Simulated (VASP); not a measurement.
Write the native input for VASP 6.6.1 that does the following.

```yaml
Task: relaxation of cell and atoms
Functional: r2SCAN
Potentials_or_basis: VASP PAW PBE potentials, release 64 (Ti_sv)
Cutoff: 600 eV
k_mesh: 6 × 6 × 4
Occupations: gaussian, width 0.1 eV
Spin: no spin polarisation
Dipole_correction: no
Further_INCAR_settings: ALGO = Normal; EDIFF = 1e-06; IBRION = 2; EDIFFG = -0.0325; NSW = 90; ISIF = 3
```

Ti:

```
CELL_PARAMETERS angstrom
2.94631 0.00000 0.00000
0.00000 2.94631 0.00000
0.00000 0.00000 4.55873
ATOMIC_POSITIONS crystal
Ti 0.50000 0.00000 0.50000
Ti 0.00000 0.50000 0.00000
```

This cell differs from its parent crystal: atoms taken out.

The input as run:

POSCAR

```
Ti
1.0
    2.9463072425      0.0000000000      0.0000000000
    0.0000000000      2.9463072425      0.0000000000
    0.0000000000      0.0000000000      4.5587340489
Ti
2
Direct
    0.5000000000      0.0000000000      0.5000000000
    0.0000000000      0.5000000000      0.0000000000
```

INCAR.step1

```
SYSTEM = Ti
PREC     = Accurate       ! precision mode
ENCUT    = 600            ! plane-wave cutoff, eV
ISMEAR   = 0              ! smearing method
SIGMA    = 0.1            ! smearing width, eV
LREAL    = .FALSE.        ! projectors in reciprocal space
LASPH    = .TRUE.         ! aspherical terms in the spheres
NELM     = 80             ! most SCF steps
GGA      = PE             ! functional
ALGO     = Normal         ! electronic algorithm
EDIFF    = 1E-4           ! SCF threshold, eV
LWAVE    = .TRUE.         ! write WAVECAR
LCHARG   = .FALSE.        ! write CHGCAR
```

INCAR.step2

```
SYSTEM = Ti
PREC     = Accurate       ! precision mode
ENCUT    = 600            ! plane-wave cutoff, eV
EDIFF    = 1E-6           ! SCF threshold, eV
ISMEAR   = 0              ! smearing method
SIGMA    = 0.1            ! smearing width, eV
LREAL    = .FALSE.        ! projectors in reciprocal space
LASPH    = .TRUE.         ! aspherical terms in the spheres
NELM     = 80             ! most SCF steps
ALGO     = Normal         ! electronic algorithm
ISIF     = 3              ! what is computed and relaxed
LWAVE    = .FALSE.        ! write WAVECAR
LCHARG   = .FALSE.        ! write CHGCAR
METAGGA  = R2SCAN         ! meta-GGA
LMIXTAU  = .TRUE.       
IBRION   = 2              ! ionic algorithm
NSW      = 90             ! ionic steps
EDIFFG   = -0.0325        ! ionic threshold
ISTART   = 1
```

KPOINTS

```
Automatic mesh
0
G
  6 6 4
  0 0 0
```

Potentials or basis: VASP PAW PBE potentials, release 64 (Ti_sv).

Launch:

```console
$ cat potpaw_PBE.64/Ti_sv/POTCAR > POTCAR
$ cp INCAR.step1 INCAR
$ mpirun -np 1 vasp_std > vasp.out
$ cp INCAR.step2 INCAR
$ mpirun -np 1 vasp_std > vasp.out
```

Results of the run:

```yaml
Relaxed_volume: 17.46 Å³/atom
Relaxed_cell: a = 2.912 Å, b = 2.912 Å, c = 4.118 Å, α = 90.00°, β = 90.00°, γ = 90.00°
Space_group_after_relaxing_to_0.1_Å: Fm-3m (No. 225)
Energy_gained_by_relaxing: 105.5 meV/atom
Ionic_steps: 9
Pressure_after_relaxing: 0.0 GPa
Band_gap_on_the_k_mesh: zero (bands 12 and 13 overlap by 1.41 eV)
```

Caveat: the cell differs from its parent crystal (atoms taken out); the PAW data sets were made with another functional, which shifts forces and pressure a little.

Run time: 12 min on 1 thread of Intel Xeon 8259CL, on a shared host, peak memory 0.18 GiB.
